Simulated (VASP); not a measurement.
# LiBr (Fm-3m) in VASP: further runs, part 2 of 2

VASP 6.6.1.

### 5 Single point, PBE

The input, INCAR:

```
PREC     = Accurate       # precision mode
ENCUT    = 750            # plane-wave cutoff, eV
EDIFF    = 1E-6           # SCF threshold, eV
ISMEAR   = 0              # smearing method
SIGMA    = 0.01           # smearing width, eV
LREAL    = F              # projectors in reciprocal space
LASPH    = T              # aspherical terms in the spheres
NELM     = 120            # most SCF steps
ALGO     = Normal         # electronic algorithm
ISIF     = 2              # what is computed and relaxed
LWAVE    = F              # write WAVECAR
LCHARG   = T              # write CHGCAR
GGA      = PE             # functional
LELF     = T              # ELF
LVHAR    = T            
NBANDS   = 12             # bands
GGA_COMPAT= F
```

The input, KPOINTS:

```
regular mesh
0
Gamma
  6 6 6
```

The input, POSCAR:

```
LiBr
1.0
    0.0000000000      2.7395650384      2.7395650384
    2.7395650384      0.0000000000      2.7395650384
    2.7395650384      2.7395650384      0.0000000000
Li Br
1 1
Direct
    0.0000000000      0.0000000000      0.0000000000
    0.5000000000      0.5000000000      0.5000000000
```

Potentials or basis: VASP PAW PBE potentials, release 64 (Li_sv, Br).

Command:

```
> cat potpaw_PBE.64/Li_sv/POTCAR potpaw_PBE.64/Br/POTCAR > POTCAR
> mpirun -np 1 vasp_std > vasp.out
```

OUTCAR:

```text
PREC = Accurate
   ENCUT = 750
   EDIFF = 1E-6
   ISMEAR = 0
   LREAL = F
   LASPH = T
   NELM = 120
   ISIF = 2
   GGA = PE

 ion  position               nearest neighbor table
   1  0.000  0.000  0.000-
   2  0.500  0.500  0.500-

  LATTYP: Found a face centered cubic cell.
 ALAT       =     5.4791300768

  Lattice vectors:

 A1 = (   0.0000000000,   2.7395650384,   2.7395650384)
 A2 = (   2.7395650384,   0.0000000000,   2.7395650384)
 A3 = (   2.7395650384,   2.7395650384,   0.0000000000)

Analysis of symmetry for initial positions (statically):
=====================================================================
 Subroutine PRICEL returns:
 Original cell was already a primitive cell.

 Routine SETGRP: Setting up the symmetry group for a
 face centered cubic supercell.

 Subroutine GETGRP returns: Found 48 space group operations
 (whereof 48 operations were pure point group operations)
 out of a pool of 48 trial point group operations.

The static configuration has the point symmetry O_h .
[... 161 lines left out ...]
  band No.  band energies     occupation
      1     -43.9835      2.00000
      2     -13.0770      2.00000
      3       0.3962      2.00000
      4       0.3962      2.00000
      5       0.3962      2.00000
      6       5.3907      0.00000
      7      10.9061      0.00000
      8      10.9061      0.00000
      9      10.9061      0.00000
     10      12.6906      0.00000
     11      12.6906      0.00000
     12      12.6906      0.00000
[... 211 lines left out ...]
 k-point    16 :      -0.3333    0.5000    0.1667
  band No.  band energies     occupation
      1     -43.9820      2.00000
      2     -12.3976      2.00000
      3      -2.1839      2.00000
      4      -1.3227      2.00000
      5      -0.7640      2.00000
      6       7.5738      0.00000
      7       8.7175      0.00000
      8      10.2229      0.00000
      9      11.0047      0.00000
     10      13.5761      0.00000
     11      15.7300      0.00000
     12      17.7387      0.00000

------------------------ aborting loop because EDIFF is reached ----------------------------------------

  FORCE on cell =-STRESS in cart. coord.  units (eV):
  Direction    XX          YY          ZZ          XY          YZ          ZX
  --------------------------------------------------------------------------------------
  -------------------------------------------------------------------------------------
  Total        0.1073763      0.1073763      0.1073763      0.0000000      0.0000000     -0.0000000
  in kB        4.1835417      4.1835417      4.1835417      0.0000000      0.0000000     -0.0000000
  external PRESSURE =       4.1835417 kB  Pullay stress =       0.0000000 kB

 VOLUME and BASIS-vectors are now :
 -----------------------------------------------------------------------------
  energy-cutoff  :      750.00
  volume of cell :       41.12
      direct lattice vectors                 reciprocal lattice vectors
     0.000000000  2.739565038  2.739565038    -0.182510725  0.182510725  0.182510725
     2.739565038  0.000000000  2.739565038     0.182510725 -0.182510725  0.182510725
     2.739565038  2.739565038  0.000000000     0.182510725  0.182510725 -0.182510725

 POSITION                                       TOTAL-FORCE (eV/Angst)
 -----------------------------------------------------------------------------------
      0.00000      0.00000      0.00000        -0.000000     -0.000000     -0.000000
      2.73957      2.73957      2.73957         0.000000      0.000000      0.000000
 -----------------------------------------------------------------------------------
    total drift:                                0.000000      0.000000      0.000000

  FREE ENERGIE OF THE ION-ELECTRON SYSTEM (eV)
  ---------------------------------------------------
  free  energy   TOTEN  =        -6.6402256139 eV

  energy  without entropy=       -6.6402256139  energy(sigma->0) =       -6.64022561
```

OSZICAR:

```text
N       E                     dE             d eps       ncg     rms          rms(c)
DAV:   1     0.465186239037E+02    0.46519E+02   -0.47085E+03   384   0.969E+02
DAV:   2    -0.348133101547E+01   -0.50000E+02   -0.47917E+02   460   0.140E+02
DAV:   3    -0.657347405476E+01   -0.30921E+01   -0.30829E+01   508   0.382E+01
DAV:   4    -0.666674926913E+01   -0.93275E-01   -0.93239E-01   520   0.595E+00
DAV:   5    -0.666765932872E+01   -0.91006E-03   -0.91005E-03   496   0.622E-01    0.197E+00
DAV:   6    -0.663554242247E+01    0.32117E-01   -0.62162E-02   492   0.115E+00    0.121E+00
DAV:   7    -0.663785237372E+01   -0.23100E-02   -0.37792E-02   528   0.103E+00    0.438E-01
DAV:   8    -0.664019934433E+01   -0.23470E-02   -0.41518E-03   448   0.439E-01    0.685E-02
DAV:   9    -0.664019128980E+01    0.80545E-05   -0.10430E-04   460   0.746E-02    0.250E-02
DAV:  10    -0.664022438182E+01   -0.33092E-04   -0.50886E-05   476   0.474E-02    0.146E-02
DAV:  11    -0.664022564914E+01   -0.12673E-05   -0.47534E-06   484   0.127E-02    0.391E-03
DAV:  12    -0.664022561388E+01    0.35265E-07   -0.25046E-07   348   0.364E-03
   1 F= -.66402256E+01 E0= -.66402256E+01  d E =-.314919E-40
```

Wall time 17 s (1 thread of Intel Xeon 8259CL, shared host); peak memory 0.21 GiB.

Results:

- Free energy: -6.6402 eV
- Pressure: 0.4 GPa
- Band gap on the k mesh: 4.99 eV

Levels at points of the mesh, in eV from the valence-band top:
```csv
k point,band 2,band 3,band 4,band 5,band 6,band 7,band 8,band 9
"(0.00, 0.00, 0.00)",-13.47,0.00,0.00,0.00,4.99,10.51,10.51,10.51
"(0.50, 0.00, 0.00)",-12.99,-2.93,-0.27,-0.27,5.63,8.11,8.11,11.87
"(0.50, 0.50, 0.00)",-12.79,-2.93,-1.16,-1.16,6.26,7.09,11.72,12.52
```

### 6 Single point, r2SCAN

POSCAR is that of step 5.

The input, INCAR.step1:

```
SYSTEM = LiBr
ALGO = Normal
EDIFF = 1E-5
ENCUT = 830
GGA = PE
GGA_COMPAT = .FALSE.
ISMEAR = 0
LASPH = .TRUE.
LCHARG = .FALSE.
LREAL = .FALSE.
LWAVE = .TRUE.
NBANDS = 12
NELM = 120
PREC = Accurate
SIGMA = 0.01
```

The input, INCAR.step2:

```
SYSTEM = LiBr
ALGO = Normal
EDIFF = 1E-6
ENCUT = 830
GGA_COMPAT = .FALSE.
ISIF = 2
ISMEAR = 0
ISTART = 1
LASPH = .TRUE.
LCHARG = .FALSE.
LMIXTAU = .TRUE.
LREAL = .FALSE.
LWAVE = .FALSE.
METAGGA = R2SCAN
NBANDS = 12
NELM = 120
PREC = Accurate
SIGMA = 0.01
```

The input, KPOINTS:

```
k-points
0
G
  4 4 4
  0 0 0
```

Potentials or basis: VASP PAW PBE potentials, release 64 (Li_sv, Br).

Command:

```
> cat potpaw_PBE.64/Li_sv/POTCAR potpaw_PBE.64/Br/POTCAR > POTCAR
> cp INCAR.step1 INCAR
> mpirun -np 1 vasp_std > vasp.out
> cp INCAR.step2 INCAR
> mpirun -np 1 vasp_std > vasp.out
```

It took 49 s on 1 thread of Intel Xeon 8259CL, shared host; peak memory 0.22 GiB.

Results (log left out):

| Item | Value |
| --- | --- |
| Free energy | -19.1423 eV |
| Pressure | -0.3 GPa |
| Band gap on the k mesh | 5.93 eV |

Levels at points of the mesh, in eV from the valence-band top:
```tsv
k point	band 1	band 2	band 3	band 4	band 5	band 6	band 7	band 8	band 9	band 10
(0.00, 0.00, 0.00)	-45.73	-13.94	0.00	0.00	0.00	5.93	11.22	11.22	11.22	13.49
(0.50, 0.00, 0.00)	-45.73	-13.43	-2.94	-0.28	-0.28	6.39	8.88	8.88	13.10	15.17
(0.50, 0.50, 0.00)	-45.73	-13.23	-2.96	-1.18	-1.18	7.10	7.72	12.82	13.73	13.73
```

Caveat: the k points lie up to 0.50 Å⁻¹ apart; the PAW data sets were made with another functional, which shifts forces and pressure a little. A k mesh can miss the band edges.

### 7 Single point, HSE06

POSCAR is that of step 6.

The input, INCAR.step1:

```
PREC = Accurate ; ENCUT = 650
EDIFF = 1E-5 ; ISMEAR = 0
SIGMA = 0.01 ; LREAL = False
LASPH = True ; NELM = 120
ALGO = Normal ; ISIF = 2
LWAVE = True ; LCHARG = False
GGA = PE ; NBANDS = 12
GGA_COMPAT = False
```

The input, INCAR.step2:

```
PREC = Accurate ; ENCUT = 650
EDIFF = 1E-6 ; ISMEAR = 0
SIGMA = 0.01 ; LREAL = False
LASPH = True ; NELM = 120
ALGO = Normal ; ISIF = 2
LWAVE = False ; LCHARG = False
GGA = PE ; LHFCALC = True
HFSCREEN = 0.2079 ; PRECFOCK = Normal
ISTART = 1 ; NBANDS = 12
GGA_COMPAT = False
```

The input, KPOINTS:

```
Automatic mesh
0
Gamma
  4 4 4
```

Command:

```
> cat potpaw_PBE.64/Li_sv/POTCAR potpaw_PBE.64/Br/POTCAR > POTCAR
> cp INCAR.step1 INCAR
> mpirun -np 1 vasp_std > vasp.out
> cp INCAR.step2 INCAR
> mpirun -np 1 vasp_std > vasp.out
```

Run time: 5.9 min. Hardware: 1 thread of Intel Xeon 8259CL, shared host; peak memory 0.29 GiB.

Results (log left out):

```
Free energy            : -7.5939 eV
Pressure               : -0.1 GPa
Band gap on the k mesh : 6.21 eV
```

Levels at points of the mesh, in eV from the valence-band top:
| k point | band 1 | band 2 | band 3 | band 4 | band 5 | band 6 | band 7 | band 8 | band 9 | band 10 |
| --- | --- | --- | --- | --- | --- | --- | --- | --- | --- | --- |
| (0.00, 0.00, 0.00) | -47.28 | -14.62 | 0.00 | 0.00 | 0.00 | 6.21 | 11.82 | 11.82 | 11.82 | 13.80 |
| (0.50, 0.00, 0.00) | -47.28 | -14.08 | -3.17 | -0.29 | -0.29 | 6.82 | 9.40 | 9.40 | 13.44 | 15.50 |
| (0.50, 0.50, 0.00) | -47.28 | -13.86 | -3.15 | -1.25 | -1.25 | 7.48 | 8.24 | 13.24 | 14.06 | 14.06 |

Caveat: the k points lie up to 0.50 Å⁻¹ apart; the PAW data sets were made with another functional, which shifts forces and pressure a little.

### 8 Overview

| level | potentials or basis | k mesh | cutoff (eV) | grid for exact exchange (PRECFOCK) | share of exact exchange | screening parameter | gap on the mesh (eV) | pressure (GPa) |
| --- | --- | --- | --- | --- | --- | --- | --- | --- |
| PBE | VASP PAW PBE potentials, release 64 (Li_sv, Br) | 4 × 4 × 4 | 750 | - | - | - | 4.99 | 0.6 |
| LDA | VASP PAW LDA potentials, release 64 (Li_sv, Br) | 4 × 4 × 4 | 750 | - | - | - | 4.71 | -2.4 |
| PBE | VASP PAW PBE potentials, release 64 (Li_sv, Br) | 6 × 6 × 6 | 750 | - | - | - | 4.99 | 0.4 |
| r2SCAN | VASP PAW PBE potentials, release 64 (Li_sv, Br) | 4 × 4 × 4 | 830 | - | - | - | 5.93 | -0.3 |
| HSE06 | VASP PAW PBE potentials, release 64 (Li_sv, Br) | 4 × 4 × 4 | 650 | Normal | 0.25 | 0.2079 1/Å | 6.21 | -0.1 |

Alike in all rows: task single point; no spin polarisation; cell as given; smearing gaussian 0.01 eV.

Caveats: some runs use coarse meshes; the PAW data sets were made with another functional, which shifts forces and pressure a little (at least some runs).

Total energies depend on the potentials used, so only differences within one code and one set of settings carry meaning.
